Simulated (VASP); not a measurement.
# Au (P6_3/mmc) in VASP: notebook

The runs below take Au through single point, with HSE06, PBE.

Everything below comes from runs of VASP 6.6.1. Logs are shortened: lines on timing, memory, paths and dates and some standing lists are left out, and cuts for length are marked.

**1. The cell of the first run**

The structure is hexagonal, space group P6_3/mmc (No. 194). Conventional cell: a = 2.900 Å, b = 2.900 Å, c = 4.880 Å, α = 90.00°, β = 90.00°, γ = 120.00°. Within 3.8 Å of Au (site symmetry -6m2) lie 12 Au at 2.90 to 2.96 Å.

This isn't the form of Au at room conditions, which is fcc.

**2. Single point, HSE06**

POSCAR reads:

```
Au
1.0
    2.9000000000      0.0000000000      0.0000000000
   -1.4500000000      2.5114736710      0.0000000000
    0.0000000000      0.0000000000      4.8800000000
Au
2
Direct
    0.6666666667      0.3333333333      0.2500000000
    0.3333333333      0.6666666667      0.7500000000
```

INCAR.step1 reads:

```
PREC = Accurate
ENCUT = 520
EDIFF = 1E-5
ISMEAR = -1
SIGMA = 0.05
LREAL = F
LASPH = T
NELM = 100
ALGO = Normal
ISIF = 2
LWAVE = T
LCHARG = F
NBANDS = 18
GGA = PE
```

INCAR.step2 reads:

```
PREC = Accurate
ENCUT = 520
EDIFF = 1E-7
ISMEAR = -1
SIGMA = 0.05
LREAL = F
LASPH = T
NELM = 100
ALGO = Normal
ISIF = 2
LWAVE = F
LCHARG = F
GGA = PE
LHFCALC = T
HFSCREEN = 0.2079
PRECFOCK = Normal
NBANDS = 18
ISTART = 1
```

KPOINTS reads:

```
Automatic mesh
0
Gamma
  6 6 4
```

Potentials or basis: VASP PAW PBE potentials, release 64 (Au).

Command:

```bash
$ cat potpaw_PBE.64/Au/POTCAR > POTCAR
$ cp INCAR.step1 INCAR
$ mpirun -np 1 vasp_std > vasp.out
$ cp INCAR.step2 INCAR
$ mpirun -np 1 vasp_std > vasp.out
```

OUTCAR:

```text
PREC = Accurate
   ENCUT = 520
   EDIFF = 1E-7
   ISMEAR = -1
   LREAL = F
   LASPH = T
   NELM = 100
   ISIF = 2
   GGA = PE
   LHFCALC = T
   HFSCREEN = 0.2079
   PRECFOCK = Normal
   ISTART = 1

 ion  position               nearest neighbor table
   1  0.667  0.333  0.250-   2 2.96   2 2.96   2 2.96   2 2.96   2 2.96   2 2.96
   2  0.333  0.667  0.750-   1 2.96   1 2.96   1 2.96   1 2.96   1 2.96   1 2.96

  LATTYP: Found a hexagonal cell.
 ALAT       =     2.9000000000
 C/A-ratio  =     1.6827586207

  Lattice vectors:

 A1 = (   2.9000000000,   0.0000000000,   0.0000000000)
 A2 = (  -1.4500000000,   2.5114736710,   0.0000000000)
 A3 = (   0.0000000000,   0.0000000000,   4.8800000000)

Analysis of symmetry for initial positions (statically):
=====================================================================
 Subroutine PRICEL returns:
 Original cell was already a primitive cell.

 Routine SETGRP: Setting up the symmetry group for a
 hexagonal supercell.

 Subroutine GETGRP returns: Found 24 space group operations
 (whereof 12 operations were pure point group operations)
 out of a pool of 24 trial point group operations.

The static configuration has the point symmetry D_3d.
 The point group associated with its full space group is D_6h.

Analysis of symmetry for dynamics (positions and initial velocities):
=====================================================================
 Subroutine PRICEL returns:
 Original cell was already a primitive cell.

 Routine SETGRP: Setting up the symmetry group for a
 hexagonal supercell.

 Subroutine GETGRP returns: Found 24 space group operations
 (whereof 12 operations were pure point group operations)
 out of a pool of 24 trial point group operations.

The dynamic configuration has the point symmetry D_3d.
 The point group associated with its full space group is D_6h.

 Subroutine INISYM returns: Found 24 space group operations
 (whereof 12 operations are pure point group operations),
 and found     1 'primitive' translations

----------------------------------------------------------------------------------------

                                     Primitive cell

  volume of cell :      35.5424

  direct lattice vectors                    reciprocal lattice vectors
     2.900000000  0.000000000  0.000000000     0.344827586  0.199086300  0.000000000
    -1.450000000  2.511473671  0.000000000     0.000000000  0.398172599  0.000000000
     0.000000000  0.000000000  4.880000000     0.000000000  0.000000000  0.204918033

  length of vectors
     2.900000000  2.900000000  4.880000000     0.398172599  0.398172599  0.204918033

  position of ions in fractional coordinates (direct lattice)
     0.666666667  0.333333333  0.250000000
     0.333333333  0.666666667  0.750000000

  ion indices of the primitive-cell ions
   primitive index   ion index
                 1           1
                 2           2

----------------------------------------------------------------------------------------

 KPOINTS: Automatic mesh

Automatic generation of k-mesh.
 Grid dimensions read from file:
 generate k-points for:    6    6    4

 Generating k-lattice:

  Cartesian coordinates                     Fractional coordinates (reciprocal lattice)
     0.057471264  0.033181050  0.000000000     0.166666667  0.000000000  0.000000000
     0.000000000  0.066362100  0.000000000     0.000000000  0.166666667  0.000000000
     0.000000000  0.000000000  0.051229508     0.000000000  0.000000000  0.250000000

  Length of vectors
     0.066362100  0.066362100  0.051229508

  Shift w.r.t. Gamma in fractional coordinates (k-lattice)
     0.000000000  0.000000000  0.000000000

 Subroutine IBZKPT returns following result:
 ===========================================

 Found     21 irreducible k-points:

 Following reciprocal coordinates:
            Coordinates               Weight
  0.000000  0.000000  0.000000      1.000000
  0.166667  0.000000  0.000000      6.000000
  0.333333  0.000000  0.000000      6.000000
  0.500000 -0.000000  0.000000      3.000000
  0.166667  0.166667  0.000000      6.000000
  0.333333  0.166667  0.000000     12.000000
[... 13 lines left out ...]
  0.333333  0.166667  0.500000     12.000000
  0.333333  0.333333  0.500000      2.000000
   k-points           NKPTS =     21   k-points in BZ     NKDIM =    144   number of bands    NBANDS=     18
   number of dos      NEDOS =    301   number of ions     NIONS =      2
   total plane-waves  NPLWV =  20736
   dimension x,y,z NGX =    24 NGY =   24 NGZ =   36
   dimension x,y,z NGXF=    48 NGYF=   48 NGZF=   72
   ions per type =               2
   NGX,Y,Z   is equivalent  to a cutoff of  13.76, 13.76, 12.26 a.u.
   NGXF,Y,Z  is equivalent  to a cutoff of  27.52, 27.52, 24.53 a.u.
 SYSTEM =  unknown system
   PREC   = accura    normal or accurate (medium, high low for compatibility)
   ISTART =      1    job   : 0-new  1-cont  2-samecut
   ICHARG =      0    charge: 1-file 2-atom 10-const
   ISPIN  =      1    spin polarized calculation?
   LNONCOLLINEAR =      F non collinear calculations
   LSORBIT =      F    spin-orbit coupling
   LASPH  =      T    aspherical Exc in radial PAW
   ENCUT  =  520.0 eV  38.22 Ry    6.18 a.u.   5.39  5.39  9.07*2*pi/ulx,y,z
   NELM   =    100;   NELMIN=  2; NELMDL=  0     # of ELM steps
   EDIFF  = 0.1E-06   stopping-criterion for ELM
   LREAL  =      F    real-space projection
   EDIFFG = 0.1E-05   stopping-criterion for IOM
   NSW    =      0    number of steps for IOM
   IBRION =     -1    ionic relax: 0-MD 1-quasi-New 2-CG
   NFREE  =      0    steps in history (QN), initial steepest desc. (CG)
   ISIF   =      2    stress and relaxation
   ISYM   =      3    0-nonsym 1-usesym 2-fastsym
   POTIM  = 0.5000    time-step for ionic-motion
   TEBEG  =    0.0;   TEEND  =   0.0 temperature during run
   PSTRESS=    0.0 pullay stress
   NELECT =      22.0000    total number of electrons
   NUPDOWN=      -1.0000    fix difference up-down
   EMIN   =  10.00;   EMAX   =-10.00  energy-range for DOS
   EFERMI =   0.00;   METHOD = LEGACY
   ISMEAR =    -1;   SIGMA  =   0.05  broadening in eV -4-tet -1-fermi 0-gaus
   EFERMI_NEDOS =   21; number of points for ismear=-14 and -15
   IALGO  =     38    algorithm
   IMIX   =      1    mixing-type and parameters
[... 30 lines left out ...]
  ---------------------------------------------------
  ext. energy  EPLUGINS =         0.00000000
  ---------------------------------------------------
  free energy    TOTEN  =        -6.73047832 eV

  energy without entropy =       -6.72316308  energy(sigma->0) =       -6.72682070

 E-fermi :   8.4722     XC(G=0): -10.1694

 val. band max:        8.3679452384   @ k =   0.3333   0.1667   0.2500
 cond. band min:       8.5768206445   @ k =   0.5000  -0.0000   0.2500
 fundamental gap:      0.2088754062
 Fermi energy:         8.4722423498

 k-point     1 :       0.0000    0.0000    0.0000
  band No.  band energies     occupation
      1      -1.8487      2.00000
      2       0.4216      2.00000
      3       2.7726      2.00000
      4       3.0850      2.00000
      5       3.0850      2.00000
      6       3.3823      2.00000
[... 10 lines left out ...]
     17      27.9739      0.00000
     18      27.9739      0.00000

 k-point     2 :       0.1667    0.0000    0.0000
  band No.  band energies     occupation
      1      -0.9352      2.00000
      2       1.0431      2.00000
      3       2.5454      2.00000
      4       3.0743      2.00000
      5       3.2931      2.00000
      6       3.4984      2.00000
[... 10 lines left out ...]
     17      26.1208      0.00000
     18      26.7925      0.00000

 k-point     3 :       0.3333    0.0000    0.0000
  band No.  band energies     occupation
      1       0.7126      2.00000
      2       1.1419      2.00000
      3       1.8659      2.00000
      4       3.0905      2.00000
      5       3.2810      2.00000
      6       3.3337      2.00000
[... 10 lines left out ...]
     17      23.0385      0.00000
     18      25.4946      0.00000

 k-point     4 :       0.5000   -0.0000    0.0000
  band No.  band energies     occupation
      1       0.8133      2.00000
      2       1.0027      2.00000
      3       1.3396      2.00000
      4       3.0762      2.00000
      5       3.2894      2.00000
      6       3.5979      2.00000
[... 10 lines left out ...]
     17      20.7736      0.00000
     18      24.3534      0.00000

 k-point     5 :       0.1667    0.1667    0.0000
  band No.  band energies     occupation
      1       0.5652      2.00000
      2       1.7737      2.00000
      3       2.1413      2.00000
      4       2.2940      2.00000
      5       3.0588      2.00000
      6       3.0924      2.00000
[... 10 lines left out ...]
     17      25.8155      0.00000
     18      25.8989      0.00000

 k-point     6 :       0.3333    0.1667    0.0000
  band No.  band energies     occupation
      1       1.4432      2.00000
      2       1.5214      2.00000
      3       1.5308      2.00000
      4       2.8927      2.00000
      5       3.1799      2.00000
      6       3.3611      2.00000
[... 10 lines left out ...]
     17      21.8729      0.00000
     18      23.7244      0.00000

 k-point     7 :       0.3333    0.3333    0.0000
  band No.  band energies     occupation
      1       1.4681      2.00000
      2       2.1534      2.00000
      3       2.1534      2.00000
      4       2.6742      2.00000
      5       2.9513      2.00000
      6       2.9513      2.00000
[... 10 lines left out ...]
     17      19.8206      0.00000
     18      19.8206      0.00000

 k-point     8 :       0.0000    0.0000    0.2500
  band No.  band energies     occupation
      1      -1.3043      2.00000
      2       0.4244      2.00000
      3       2.6895      2.00000
      4       3.0033      2.00000
      5       3.0033      2.00000
      6       3.2496      2.00000
[... 10 lines left out ...]
     17      27.6288      0.00000
     18      27.6288      0.00000
[... 166 lines left out ...]
     17      26.0206      0.00000
     18      26.0206      0.00000

 k-point    17 :       0.3333    0.0000    0.5000
  band No.  band energies     occupation
      1       1.0065      2.00000
      2       1.0065      2.00000
      3       1.9784      2.00000
      4       1.9784      2.00000
      5       4.1779      2.00000
      6       4.1779      2.00000
[... 10 lines left out ...]
     17      24.4956      0.00000
     18      24.4956      0.00000

 k-point    18 :       0.5000   -0.0000    0.5000
  band No.  band energies     occupation
      1       0.7591      2.00000
      2       0.7591      2.00000
      3       1.7424      2.00000
      4       1.7424      2.00000
      5       4.1999      2.00000
      6       4.1999      2.00000
[... 10 lines left out ...]
     17      23.0330      0.00000
     18      23.0330      0.00000

 k-point    19 :       0.1667    0.1667    0.5000
  band No.  band energies     occupation
      1       1.4179      2.00000
      2       1.4179      2.00000
      3       2.3839      2.00000
      4       2.3839      2.00000
      5       2.7203      2.00000
      6       2.7203      2.00000
[... 10 lines left out ...]
     17      22.5578      0.00000
     18      22.5578      0.00000

 k-point    20 :       0.3333    0.1667    0.5000
  band No.  band energies     occupation
      1       1.2620      2.00000
      2       1.2620      2.00000
      3       2.1336      2.00000
      4       2.1336      2.00000
      5       3.5832      2.00000
      6       3.5832      2.00000
[... 10 lines left out ...]
     17      23.2560      0.00000
     18      23.2560      0.00000

 k-point    21 :       0.3333    0.3333    0.5000
  band No.  band energies     occupation
      1       1.7587      2.00000
      2       1.7587      2.00000
      3       2.4184      2.00000
      4       2.4184      2.00000
      5       3.1597      2.00000
      6       3.1597      2.00000
[... 10 lines left out ...]
     17      25.3456      0.00000
     18      25.3456      0.00000

------------------------ aborting loop because EDIFF is reached ----------------------------------------

  FORCE on cell =-STRESS in cart. coord.  units (eV):
  Direction    XX          YY          ZZ          XY          YZ          ZX
  --------------------------------------------------------------------------------------
  -------------------------------------------------------------------------------------
  Total        0.6201477      0.6201477     -1.1448503      0.0000000      0.0000000      0.0000000
  in kB       27.9549872     27.9549872    -51.6075024      0.0000000      0.0000000      0.0000000
  external PRESSURE =       1.4341574 kB  Pullay stress =       0.0000000 kB

 VOLUME and BASIS-vectors are now :
 -----------------------------------------------------------------------------
  energy-cutoff  :      520.00
  volume of cell :       35.54
      direct lattice vectors                 reciprocal lattice vectors
     2.900000000  0.000000000  0.000000000     0.344827586  0.199086300  0.000000000
    -1.450000000  2.511473671  0.000000000     0.000000000  0.398172599  0.000000000
     0.000000000  0.000000000  4.880000000     0.000000000  0.000000000  0.204918033

 POSITION                                       TOTAL-FORCE (eV/Angst)
 -----------------------------------------------------------------------------------
      1.45000      0.83716      1.22000        -0.000000      0.000000      0.000000
     -0.00000      1.67432      3.66000         0.000000     -0.000000     -0.000000
 -----------------------------------------------------------------------------------
    total drift:                               -0.000000      0.000000     -0.000000

  FREE ENERGIE OF THE ION-ELECTRON SYSTEM (eV)
  ---------------------------------------------------
  free  energy   TOTEN  =        -6.7304783171 eV

  energy  without entropy=       -6.7231630826  energy(sigma->0) =       -6.72682070
```

It took 49 min on 1 thread of AMD EPYC 7R13 (Zen 3), shared host; peak memory 0.24 GiB.

Results:

- Free energy: -6.7305 eV
- Pressure: 0.1 GPa
- Band gap on the k mesh: zero (bands 11 and 12 overlap by 8.52 eV)

Caveat: the k points lie up to 0.42 Å⁻¹ apart, too coarse for converged energies and pressures of a metal; the PAW data sets were made with another functional, which shifts forces and pressure a little; spin-orbit coupling is left out, which moves the levels of the heavy elements.

**3. Single point, HSE06**

This run uses another cell than the first one, of 16.70 Å³/atom.

POSCAR reads:

```
Au
1.0
    2.8407997153      0.0000000000      0.0000000000
   -1.4203998576      2.4602047205      0.0000000000
    0.0000000000      0.0000000000      4.7803802105
Au
2
Direct
    0.6666666667      0.3333333333      0.2500000000
    0.3333333333      0.6666666667      0.7500000000
```

INCAR.step1 reads:

```
SYSTEM = Au
ALGO = Normal
EDIFF = 1E-5
ENCUT = 520
GGA = PE
ISIF = 2
ISMEAR = -1
LASPH = .TRUE.
LREAL = .FALSE.
LWAVE = .TRUE.
NBANDS = 18
NELM = 80
PREC = Accurate
SIGMA = 0.05
```

INCAR.step2 reads:

```
SYSTEM = Au
ALGO = Normal
EDIFF = 1E-7
ENCUT = 520
GGA = PE
HFSCREEN = 0.2079
ISIF = 2
ISMEAR = -1
ISTART = 1
LASPH = .TRUE.
LCHARG = .TRUE.
LELF = .TRUE.
LHFCALC = .TRUE.
LREAL = .FALSE.
LVHAR = .TRUE.
LWAVE = .FALSE.
NBANDS = 18
NELM = 80
PREC = Accurate
PRECFOCK = Normal
SIGMA = 0.05
```

KPOINTS reads:

```
k-points
0
G
  6 6 4
  0 0 0
```

Potentials or basis: VASP PAW PBE potentials, release 64 (Au).

Command:

```bash
$ cat potpaw_PBE.64/Au/POTCAR > POTCAR
$ cp INCAR.step1 INCAR
$ mpirun -np 1 vasp_std > vasp.out
$ cp INCAR.step2 INCAR
$ mpirun -np 1 vasp_std > vasp.out
```

Wall time 78 min (1 thread of AMD EPYC 7R43 (Zen 3), shared host); peak memory 0.23 GiB.

It converged, with:

| Item | Value |
| --- | --- |
| Free energy | -6.6663 eV |
| Pressure | 9.8 GPa |
| Band gap on the k mesh | zero (bands 11 and 12 overlap by 8.86 eV) |

Stress tensor (GPa, compression positive):
```
12.65  0.00  0.00
 0.00 12.65  0.00
 0.00  0.00  3.98
```

Levels at points of the mesh, in eV from the Fermi level:
```
           k point  band 7  band 8  band 9  band 10  band 11  band 12  band 13  band 14  band 15  band 16
(0.00, 0.00, 0.00)   -5.38   -4.63   -4.63    -3.06    -3.06    -1.30     3.39    15.67    16.85    18.01
(0.50, 0.00, 0.00)   -4.51   -2.82   -2.66    -2.45     0.32     1.96     6.72     8.16     8.76    11.49
(0.00, 0.00, 0.50)   -5.76   -5.76   -3.61    -3.61    -3.61    -3.61    11.81    11.81    16.04    16.04
(0.50, 0.00, 0.50)   -3.22   -3.22   -2.53    -2.53     0.55     0.55     4.90     4.90    14.44    14.44
```

Caveat: the k points lie up to 0.43 Å⁻¹ apart, too coarse for converged energies and pressures of a metal; the PAW data sets were made with another functional, which shifts forces and pressure a little; spin-orbit coupling is left out, which moves the levels of the heavy elements.

**4. Single point, PBE**

INCAR reads:

```
SYSTEM = Au
PREC     = Accurate       ! precision mode
ENCUT    = 520            ! plane-wave cutoff, eV
EDIFF    = 1E-7           ! SCF threshold, eV
ISMEAR   = -1             ! smearing method
SIGMA    = 0.05           ! smearing width, eV
LREAL    = .FALSE.        ! projectors in reciprocal space
LASPH    = .TRUE.         ! aspherical terms in the spheres
NELM     = 60             ! most SCF steps
ALGO     = Fast           ! electronic algorithm
ISIF     = 2              ! what is computed and relaxed
LWAVE    = .FALSE.        ! write WAVECAR
LCHARG   = .FALSE.        ! write CHGCAR
GGA      = PE             ! functional
NBANDS   = 18             ! bands
```

KPOINTS reads:

```
regular mesh
0
G
  11 11 6
  0 0 0
```

POSCAR reads:

```
Au
1.0
    2.9000000000      0.0000000000      0.0000000000
   -1.4500000000      2.5114736710      0.0000000000
    0.0000000000      0.0000000000      4.8800000000
Au
2
Direct
    0.6666666667      0.3333333333      0.2500000000
    0.3333333333      0.6666666667      0.7500000000
```

Command:

```bash
$ cat potpaw_PBE.64/Au/POTCAR > POTCAR
$ mpirun -np 1 vasp_std > vasp.out
```

Run time: 36 s. Hardware: 1 thread of Intel Xeon Platinum 8259CL at 2.50GHz (Skylake/Cascade Lake), shared host; peak memory 0.17 GiB.

The run converged. Its results:

```yaml
Free_energy: -6.4328 eV
Pressure: 1.6 GPa
Band_gap_on_the_k_mesh: zero (bands 11 and 12 overlap by 6.23 eV)
```

Stress tensor (GPa, compression positive):
```
1.89 0.00 0.00
0.00 1.89 0.00
0.00 0.00 1.08
```

Levels at points of the mesh, in eV from the Fermi level:
| k point | band 9 | band 10 | band 11 | band 12 | band 13 | band 14 |
| --- | --- | --- | --- | --- | --- | --- |
| (0.00, 0.00, 0.00) | -3.40 | -2.14 | -2.14 | -0.93 | 2.48 | 14.65 |
| (0.00, 0.00, 0.50) | -2.56 | -2.56 | -2.56 | -2.56 | 10.34 | 10.34 |

Caveat: spin-orbit coupling is left out, which moves the levels of the heavy elements.

**5. Summary**

```csv
level,cell,k mesh,grid for exact exchange (PRECFOCK),share of exact exchange,screening parameter,gap on the mesh (eV),pressure (GPa)
HSE06,"a = 2.900, b = 2.900, c = 4.880 Å, angles 90.0, 90.0, 120.0°, 2 atoms",6 × 6 × 4,Normal,0.25,0.2079 1/Å,none,0.1
HSE06,"a = 2.841, b = 2.841, c = 4.780 Å, angles 90.0, 90.0, 120.0°, 2 atoms",6 × 6 × 4,Normal,0.25,0.2079 1/Å,none,9.8
PBE,"a = 2.900, b = 2.900, c = 4.880 Å, angles 90.0, 90.0, 120.0°, 2 atoms",11 × 11 × 6,-,-,-,none,1.6
```

Alike in all rows: task single point; potentials or basis VASP PAW PBE potentials, release 64 (Au); no spin polarisation; cutoff (eV) 520; smearing fermi-dirac 0.05 eV.

Caveats: some runs use coarse meshes; spin-orbit coupling is left out, which moves the levels of the heavy elements; the PAW data sets were made with another functional, which shifts forces and pressure a little (at least some runs).

Total energies depend on the potentials used, so only differences within one code and one set of settings carry meaning.
